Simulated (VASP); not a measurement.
# Te (C2/m) in VASP: settings compared

The runs below take Te through single point, relaxation of cell and atoms, with LDA, PBEsol.

Program: VASP 6.6.1. These are calculated values, not measurements. Logs are shortened: lines on timing, memory, paths and dates and some standing lists are left out, and cuts for length are marked.

### 1 The cell of the first run

It takes space group C2/m (No. 12, monoclinic). Conventional cell: a = 7.790 Å, b = 4.381 Å, c = 6.094 Å, α = 90.00°, β = 90.90°, γ = 90.00°. Te (site symmetry 2/m) has 6 Te at 3.15 to 3.37 Å within 4.1 Å. Te (site symmetry m) has 6 Te at 3.09 to 3.53 Å within 4.1 Å.

### 2 Single point, LDA (34.66 Å³/atom)

Contents of INCAR:

```
SYSTEM = Te
PREC = Accurate ; ENCUT = 520
EDIFF = 1E-7 ; ISMEAR = -1
SIGMA = 0.05 ; LREAL = .False.
LASPH = .True. ; NELM = 60
ALGO = Normal ; ISIF = 2
LWAVE = .False. ; LCHARG = .False.
NBANDS = 16
```

Contents of KPOINTS:

```
regular mesh
0
Gamma
  7 7 5
  0 0 0
```

Contents of POSCAR:

```
Te
1.0
    3.8952160867     -2.1903349161      0.0000000000
    3.8952160867      2.1903349161      0.0000000000
   -0.0961401773      0.0000000000      6.0932986579
Te
3
Direct
    0.0000000000      0.0000000000      0.0000000000
    0.3094466100      0.3094466100      0.3388094900
    0.6905533900      0.6905533900      0.6611905100
```

Potentials or basis: VASP PAW LDA potentials, release 64 (Te).

On the command line:

```console
$ cat potpaw_LDA.64/Te/POTCAR > POTCAR
$ mpirun -np 1 vasp_std > vasp.out
```

OUTCAR:

```text
SYSTEM = Te
   PREC = Accurate
   ENCUT = 520
   EDIFF = 1E-7
   ISMEAR = -1
   LREAL = .False.
   LASPH = .True.
   NELM = 60
   ISIF = 2

 ion  position               nearest neighbor table
   1  0.000  0.000  0.000-   2 3.15   3 3.15   3 3.37   3 3.37   2 3.37   2 3.37
   2  0.309  0.309  0.339-   3 3.09   3 3.09   1 3.15   1 3.37   1 3.37   3 3.53
   3  0.691  0.691  0.661-   2 3.09   2 3.09   1 3.15   1 3.37   1 3.37   2 3.53

  LATTYP: Found a base centered monoclinic cell.
 ALAT       =     7.7904321734
 B/A-ratio  =     0.5623140969
 C/A-ratio  =     0.7822489081
 COS(beta)  =    -0.0157760547

  Lattice vectors:

 A1 = (   3.8952160867,  -2.1903349161,   0.0000000000)
 A2 = (   3.8952160867,   2.1903349161,   0.0000000000)
 A3 = (  -0.0961401773,   0.0000000000,   6.0932986579)

Analysis of symmetry for initial positions (statically):
=====================================================================
 Subroutine PRICEL returns:
 Original cell was already a primitive cell.

 Routine SETGRP: Setting up the symmetry group for a
 base centered monoclinic supercell.

 Subroutine GETGRP returns: Found  4 space group operations
 (whereof  4 operations were pure point group operations)
 out of a pool of  4 trial point group operations.

The static configuration has the point symmetry C_2h.

Analysis of symmetry for dynamics (positions and initial velocities):
=====================================================================
 Subroutine PRICEL returns:
 Original cell was already a primitive cell.

 Routine SETGRP: Setting up the symmetry group for a
 base centered monoclinic supercell.

 Subroutine GETGRP returns: Found  4 space group operations
 (whereof  4 operations were pure point group operations)
 out of a pool of  4 trial point group operations.

The dynamic configuration has the point symmetry C_2h.

 Subroutine INISYM returns: Found  4 space group operations
 (whereof  4 operations are pure point group operations),
 and found     1 'primitive' translations

----------------------------------------------------------------------------------------

                                     Primitive cell

  volume of cell :     103.9739

  direct lattice vectors                    reciprocal lattice vectors
     3.895216087 -2.190334916  0.000000000     0.128362583 -0.228275592  0.002025307
     3.895216087  2.190334916  0.000000000     0.128362583  0.228275592  0.002025307
    -0.096140177  0.000000000  6.093298658     0.000000000  0.000000000  0.164114719

  length of vectors
     4.468811409  4.468811409  6.094057061     0.261898455  0.261898455  0.164114719

  position of ions in fractional coordinates (direct lattice)
     0.000000000  0.000000000  0.000000000
     0.309446610  0.309446610  0.338809490
     0.690553390  0.690553390  0.661190510

  ion indices of the primitive-cell ions
   primitive index   ion index
                 1           1
                 2           2
                 3           3

----------------------------------------------------------------------------------------

 KPOINTS: regular mesh

Automatic generation of k-mesh.
 Grid dimensions read from file:
 generate k-points for:    7    7    5

 Generating k-lattice:

  Cartesian coordinates                     Fractional coordinates (reciprocal lattice)
     0.018337512 -0.032610799  0.000289330     0.142857143  0.000000000  0.000000000
     0.018337512  0.032610799  0.000289330     0.000000000  0.142857143  0.000000000
     0.000000000  0.000000000  0.032822944     0.000000000  0.000000000  0.200000000

  Length of vectors
     0.037414065  0.037414065  0.032822944

  Shift w.r.t. Gamma in fractional coordinates (k-lattice)
     0.000000000  0.000000000  0.000000000

 Subroutine IBZKPT returns following result:
 ===========================================

 Found     72 irreducible k-points:

 Following reciprocal coordinates:
            Coordinates               Weight
  0.000000  0.000000  0.000000      1.000000
  0.142857 -0.000000  0.000000      4.000000
  0.285714 -0.000000 -0.000000      4.000000
  0.428571 -0.000000  0.000000      4.000000
  0.142857  0.142857  0.000000      2.000000
  0.285714  0.142857  0.000000      4.000000
[... 16 lines left out ...]
 -0.142857  0.000000  0.200000      4.000000
  0.142857  0.142857  0.200000      2.000000
 [... further k-points ...]
   k-points           NKPTS =     72   k-points in BZ     NKDIM =     72   number of bands    NBANDS=     16
   number of dos      NEDOS =    301   number of ions     NIONS =      3
   total plane-waves  NPLWV =  62208
   dimension x,y,z NGX =    36 NGY =   36 NGZ =   48
   dimension x,y,z NGXF=    72 NGYF=   72 NGZF=   96
   ions per type =               3
   NGX,Y,Z   is equivalent  to a cutoff of  13.39, 13.39, 13.09 a.u.
   NGXF,Y,Z  is equivalent  to a cutoff of  26.78, 26.78, 26.19 a.u.
 SYSTEM =  Te
   PREC   = accura    normal or accurate (medium, high low for compatibility)
   ISTART =      0    job   : 0-new  1-cont  2-samecut
   ICHARG =      2    charge: 1-file 2-atom 10-const
   ISPIN  =      1    spin polarized calculation?
   LNONCOLLINEAR =      F non collinear calculations
   LSORBIT =      F    spin-orbit coupling
   LASPH  =      T    aspherical Exc in radial PAW
   ENCUT  =  520.0 eV  38.22 Ry    6.18 a.u.   8.31  8.31 11.33*2*pi/ulx,y,z
   NELM   =     60;   NELMIN=  2; NELMDL= -5     # of ELM steps
   EDIFF  = 0.1E-06   stopping-criterion for ELM
   LREAL  =      F    real-space projection
   EDIFFG = 0.1E-05   stopping-criterion for IOM
   NSW    =      0    number of steps for IOM
   IBRION =     -1    ionic relax: 0-MD 1-quasi-New 2-CG
   NFREE  =      0    steps in history (QN), initial steepest desc. (CG)
   ISIF   =      2    stress and relaxation
   ISYM   =      2    0-nonsym 1-usesym 2-fastsym
   POTIM  = 0.5000    time-step for ionic-motion
   TEBEG  =    0.0;   TEEND  =   0.0 temperature during run
   PSTRESS=    0.0 pullay stress
   NELECT =      18.0000    total number of electrons
   NUPDOWN=      -1.0000    fix difference up-down
   EMIN   =  10.00;   EMAX   =-10.00  energy-range for DOS
   EFERMI =   0.00;   METHOD = LEGACY
   ISMEAR =    -1;   SIGMA  =   0.05  broadening in eV -4-tet -1-fermi 0-gaus
   EFERMI_NEDOS =   21; number of points for ismear=-14 and -15
   IALGO  =     38    algorithm
   IMIX   =      4    mixing-type and parameters
     AMIX     =   0.40;   BMIX     =  1.00
     AMIX_MAG =   1.60;   BMIX_MAG =  1.00
  volume/ion in A,a.u.               =      34.66       233.88
  Fermi-wavevector in a.u.,A,eV,Ry     =   0.912412  1.724208 11.326782  0.832495
  Thomas-Fermi vector in A             =   2.036804
   LORBIT       =      0    0 simple, 1 ext, 2 COOP (PROOUT), +10 PAW based schemes
   GGA     = CA    functional components
   LHFCALC =     F    Hartree Fock is set to
   AEXX    =    0.0000 exact exchange contribution
   IVDW    =     0    specifies the selected vdW correction
   LEPSILON=     F    determine dielectric tensor
   LRPA    =     F    only Hartree local field effects (RPA)
 non-spin polarized calculation
  energy-cutoff  :      520.00
  volume of cell :      103.97
 maximum number of plane-waves:      2815
 NGX is ok and might be reduce to    36
   NGX = 17   NGY = 17   NGZ = 23

 number of electron      17.9999999 magnetization

 Free energy of the ion-electron system (eV)
  ---------------------------------------------------
  ext. energy  EPLUGINS =         0.00000000
  ---------------------------------------------------
  free energy    TOTEN  =       -11.14091178 eV

  energy without entropy =      -11.13362185  energy(sigma->0) =      -11.13726681

 E-fermi :   5.5671     XC(G=0):  -9.2565

 val. band max:        5.5301366230   @ k =   0.4286   0.2857   0.2000
 cond. band min:       5.6127157579   @ k =  -0.1429  -0.1429   0.2000
 fundamental gap:      0.0825791349
 Fermi energy:         5.5671259573

 k-point     1 :       0.0000    0.0000    0.0000
  band No.  band energies     occupation
      1      -7.7170      2.00000
      2      -4.8121      2.00000
      3      -4.6924      2.00000
      4       2.9835      2.00000
      5       3.0443      2.00000
      6       3.3397      2.00000
[... 8 lines left out ...]
     15      11.5707      0.00000
     16      11.7241      0.00000

 k-point     2 :       0.1429   -0.0000    0.0000
  band No.  band energies     occupation
      1      -7.5611      2.00000
      2      -4.8064      2.00000
      3      -4.7086      2.00000
      4       1.8657      2.00000
      5       2.3937      2.00000
      6       2.8079      2.00000
[... 8 lines left out ...]
     15      11.5933      0.00000
     16      12.1294      0.00000

 k-point     3 :       0.2857   -0.0000   -0.0000
  band No.  band energies     occupation
      1      -7.1108      2.00000
      2      -5.0418      2.00000
      3      -4.6418      2.00000
      4       1.0430      2.00000
      5       1.6608      2.00000
      6       2.2146      2.00000
[... 8 lines left out ...]
     15      12.2154      0.00000
     16      13.1475      0.00000

 k-point     4 :       0.4286   -0.0000    0.0000
  band No.  band energies     occupation
      1      -6.4343      2.00000
      2      -5.6377      2.00000
      3      -4.5560      2.00000
      4       1.0655      2.00000
      5       1.2833      2.00000
      6       1.8660      2.00000
[... 8 lines left out ...]
     15      13.6827      0.00000
     16      14.1379      0.00000

 k-point     5 :       0.1429    0.1429    0.0000
  band No.  band energies     occupation
      1      -7.5741      2.00000
      2      -4.8425      2.00000
      3      -4.6691      2.00000
      4       1.8239      2.00000
      5       2.5381      2.00000
      6       2.6928      2.00000
[... 8 lines left out ...]
     15      11.7609      0.00000
     16      12.1611      0.00000

 k-point     6 :       0.2857    0.1429    0.0000
  band No.  band energies     occupation
      1      -7.2846      2.00000
      2      -4.8950      2.00000
      3      -4.7029      2.00000
      4       1.3391      2.00000
      5       1.4471      2.00000
      6       2.9670      2.00000
[... 8 lines left out ...]
     15      12.2127      0.00000
     16      12.9066      0.00000

 k-point     7 :       0.4286    0.1429    0.0000
  band No.  band energies     occupation
      1      -6.7308      2.00000
      2      -5.2310      2.00000
      3      -4.7278      2.00000
      4       1.0635      2.00000
      5       1.2034      2.00000
      6       2.3098      2.00000
[... 8 lines left out ...]
     15      13.1195      0.00000
     16      14.1764      0.00000

 k-point     8 :      -0.4286    0.1429    0.0000
  band No.  band energies     occupation
      1      -6.0587      2.00000
      2      -5.8656      2.00000
      3      -4.7049      2.00000
      4       1.2347      2.00000
      5       1.4410      2.00000
      6       1.8317      2.00000
[... 8 lines left out ...]
     15      12.7376      0.00000
     16      14.2626      0.00000

 k-point     9 :      -0.2857    0.1429    0.0000
  band No.  band energies     occupation
      1      -6.6690      2.00000
      2      -5.3004      2.00000
      3      -4.7080      2.00000
      4       1.0212      2.00000
      5       1.2817      2.00000
      6       2.3241      2.00000
[... 8 lines left out ...]
     15      12.9457      0.00000
     16      13.9908      0.00000
[... 172 lines left out ...]
 k-point    19 :       0.2857   -0.0000    0.2000
  band No.  band energies     occupation
      1      -6.9746      2.00000
      2      -5.6416      2.00000
      3      -4.1148      2.00000
      4       0.7865      2.00000
      5       1.5282      2.00000
      6       2.2925      2.00000
[... 8 lines left out ...]
     15      12.6377      0.00000
     16      13.1160      0.00000

 k-point    20 :       0.4286   -0.0000    0.2000
  band No.  band energies     occupation
      1      -6.2688      2.00000
      2      -5.8723      2.00000
      3      -4.4775      2.00000
      4       0.4271      2.00000
      5       1.2983      2.00000
      6       2.0137      2.00000
[... 8 lines left out ...]
     15      13.3038      0.00000
     16      14.0396      0.00000

 k-point    21 :      -0.4286    0.0000    0.2000
  band No.  band energies     occupation
      1      -6.4360      2.00000
      2      -5.4100      2.00000
      3      -4.8676      2.00000
      4       1.0149      2.00000
      5       1.4695      2.00000
      6       2.0324      2.00000
[... 8 lines left out ...]
     15      13.1194      0.00000
     16      13.6001      0.00000

 k-point    22 :      -0.2857    0.0000    0.2000
  band No.  band energies     occupation
      1      -7.0253      2.00000
      2      -5.3547      2.00000
      3      -4.4818      2.00000
      4       1.6273      2.00000
      5       2.1653      2.00000
      6       2.3100      2.00000
[... 8 lines left out ...]
     15      11.7471      0.00000
     16      12.1124      0.00000

 k-point    23 :      -0.1429    0.0000    0.2000
  band No.  band energies     occupation
      1      -7.4438      2.00000
      2      -5.6153      2.00000
      3      -3.9505      2.00000
      4       1.9965      2.00000
      5       2.8149      2.00000
      6       2.8842      2.00000
[... 8 lines left out ...]
     15      11.1768      0.00000
     16      11.5341      0.00000

 k-point    24 :       0.1429    0.1429    0.2000
  band No.  band energies     occupation
      1      -7.4459      2.00000
      2      -5.6626      2.00000
      3      -3.9009      2.00000
      4       1.9242      2.00000
      5       2.8670      2.00000
      6       3.1038      2.00000
[... 8 lines left out ...]
     15      11.2726      0.00000
     16      11.6060      0.00000

 [... further k-points ...]

------------------------ aborting loop because EDIFF is reached ----------------------------------------

  FORCE on cell =-STRESS in cart. coord.  units (eV):
  Direction    XX          YY          ZZ          XY          YZ          ZX
  --------------------------------------------------------------------------------------
  -------------------------------------------------------------------------------------
  Total       -3.0699250     -3.0221618     -3.8453292      0.0000000      0.0000000     -0.0179956
  in kB      -47.3057368    -46.5697330    -59.2542588      0.0000000      0.0000000     -0.2773014
  external PRESSURE =     -51.0432429 kB  Pullay stress =       0.0000000 kB

 VOLUME and BASIS-vectors are now :
 -----------------------------------------------------------------------------
  energy-cutoff  :      520.00
  volume of cell :      103.97
      direct lattice vectors                 reciprocal lattice vectors
     3.895216087 -2.190334916  0.000000000     0.128362583 -0.228275592  0.002025307
     3.895216087  2.190334916  0.000000000     0.128362583  0.228275592  0.002025307
    -0.096140177  0.000000000  6.093298658     0.000000000  0.000000000  0.164114719

 POSITION                                       TOTAL-FORCE (eV/Angst)
 -----------------------------------------------------------------------------------
      0.00000      0.00000      0.00000         0.000000      0.000000     -0.000000
      2.37815      0.00000      2.06447        -0.066294      0.000000      0.013989
      5.31614      0.00000      4.02883         0.066294      0.000000     -0.013989
 -----------------------------------------------------------------------------------
    total drift:                               -0.000000     -0.000000     -0.000000

  FREE ENERGIE OF THE ION-ELECTRON SYSTEM (eV)
  ---------------------------------------------------
  free  energy   TOTEN  =       -11.1409117756 eV

  energy  without entropy=      -11.1336218471  energy(sigma->0) =      -11.13726681
```

It took 74 s on 1 thread of Intel Xeon Platinum 8488C (Sapphire Rapids), shared host; peak memory 0.25 GiB.

Results:

- Free energy: -11.1409 eV
- Pressure: -5.1 GPa
- Largest force: 0.068 eV/Å
- Band gap on the k mesh: 0.08 eV (least direct gap 0.20 eV)

Forces on the atoms (eV/Å):
```
Te   0.000  0.000  0.000
Te  -0.066  0.000  0.014
Te   0.066  0.000 -0.014
```

Levels at points of the mesh, in eV from the valence-band top:
```
           k point  band 7  band 8  band 9  band 10  band 11  band 12
(0.00, 0.00, 0.00)   -1.94   -1.49   -1.27     0.91     0.94     1.46
```

Caveat: the cell stands under tension; spin-orbit coupling is left out, which moves the levels of the heavy elements. A k mesh can miss the band edges.

### 3 Relaxation of cell and atoms, PBEsol, target pressure 20 GPa, at which the enthalpy is minimised

This run uses another cell than the first one, of 32.70 Å³/atom.

Contents of INCAR:

```
SYSTEM = Te
PREC = Accurate ; ENCUT = 600
EDIFF = 1E-6 ; ISMEAR = -1
SIGMA = 0.05 ; LREAL = .False.
LASPH = .True. ; NELM = 80
ALGO = Normal ; ISIF = 3
LWAVE = .False. ; LCHARG = .False.
GGA = PS ; IBRION = 2
NSW = 80 ; EDIFFG = -0.01
PSTRESS = 200.0
```

Contents of KPOINTS:

```
Automatic mesh
0
Gamma
  7 7 5
  0 0 0
```

Contents of POSCAR:

```
Te
1.0
    3.8202894285     -2.1482026000      0.0000000000
    3.8202894285      2.1482026000      0.0000000000
   -0.0942908673      0.0000000000      5.9760906531
Te
3
Direct
    0.0000000000      0.0000000000      0.0000000000
    0.3094466100      0.3094466100      0.3388094900
    0.6905533900      0.6905533900      0.6611905100
```

Potentials or basis: VASP PAW PBE potentials, release 64 (Te).

On the command line:

```console
$ cat potpaw_PBE.64/Te/POTCAR > POTCAR
$ mpirun -np 1 vasp_std > vasp.out
```

It took 20 min on 1 thread of Intel Xeon 8259CL, shared host; peak memory 0.32 GiB.

Results (log left out):

```yaml
Free_energy: -9.3786 eV
Relaxed_volume: 23.14 Å³/atom
Relaxed_cell: a = 3.496 Å, b = 3.496 Å, c = 6.557 Å, α = 89.99°, β = 89.99°, γ = 60.00°
Space_group_after_relaxing_to_0.1_Å: R-3m (No. 166)
Energy_change_on_relaxing_the_run_minimises_the_enthalpy: +366.2 meV/atom
Ionic_steps: 28
Pressure_after_relaxing: 20.0 GPa
Largest_force_after_relaxing: 0.008 eV/Å
Band_gap_on_the_k_mesh: zero (bands 9 and 10 overlap by 3.55 eV)
```

Forces on the atoms (eV/Å):
```
Te   0.000  0.000  0.000
Te  -0.006  0.000 -0.006
Te   0.006  0.000  0.006
```

Stress tensor (GPa, compression positive):
```
20.02  0.00 -0.03
 0.00 20.05  0.00
-0.03  0.00 19.94
```

Step by step:
```csv
step,energy change (eV),largest force (eV/Å),pressure (GPa),volume (Å³)
1,0.0000,0.0971,-1.85,98.09
2,13.8365,4.4981,171.22,47.43
3,0.6046,0.8649,15.23,79.14
4,0.7976,0.9665,18.18,77.28
5,0.9252,1.0279,20.05,76.21
6,0.8988,0.6314,20.16,75.14
7,1.0879,0.3871,22.10,71.40
8,2.7276,1.5147,38.80,61.94
9,1.9925,1.1963,30.84,65.21
10,1.3821,0.9792,25.03,68.47
11,1.1610,0.8409,20.61,69.69
12,1.1255,0.8048,19.77,69.95
13,1.1244,0.7329,19.94,69.79
14,1.1495,0.4604,20.70,69.28
15,1.1719,0.3374,21.11,69.07
16,1.1137,0.1975,20.25,69.40
17,1.0752,0.2268,19.61,69.68
18,1.0977,0.1986,19.98,69.48
19,1.1293,0.1616,20.49,69.22
20,1.1183,0.1209,20.30,69.29
21,1.0972,0.0952,19.90,69.45
22,1.1025,0.0822,20.03,69.40
23,1.1069,0.0715,20.13,69.36
24,1.0989,0.0436,20.05,69.42
25,1.0898,0.0207,19.94,69.49
26,1.0953,0.0167,19.99,69.45
27,1.0989,0.0146,20.03,69.42
28,1.0985,0.0083,20.00,69.42
```

Final structure:
```cif
data_structure
_symmetry_space_group_name_H-M 'P 1'
_symmetry_Int_Tables_number 1
_cell_length_a 3.4964
_cell_length_b 3.4964
_cell_length_c 6.5573
_cell_angle_alpha 89.992
_cell_angle_beta 89.992
_cell_angle_gamma 59.997
_cell_volume 69.42
loop_
_atom_site_label
_atom_site_type_symbol
_atom_site_fract_x
_atom_site_fract_y
_atom_site_fract_z
_atom_site_occupancy
Te1 Te 0.00000 0.00000 0.00000 1
Te2 Te 0.33356 0.33356 0.33339 1
Te3 Te 0.66644 0.66644 0.66661 1
```

Levels at points of the mesh, in eV from the Fermi level:
| k point | band 5 | band 6 | band 7 | band 8 | band 9 | band 10 | band 11 | band 12 | band 13 |
| --- | --- | --- | --- | --- | --- | --- | --- | --- | --- |
| (0.00, 0.00, 0.00) | -2.31 | -0.28 | -0.28 | -0.27 | -0.27 | 2.51 | 2.51 | 4.32 | 4.55 |

Caveat: the cell is relaxed towards a set pressure, so the run minimises the enthalpy, not the energy; the volume moved by over 15 % at a fixed basis, so the end points are rough; the PAW data sets were made with another functional, which shifts forces and pressure a little; spin-orbit coupling is left out, which moves the levels of the heavy elements.

The gap in the log of VASP goes by the Fermi energy; the results here count the filled bands.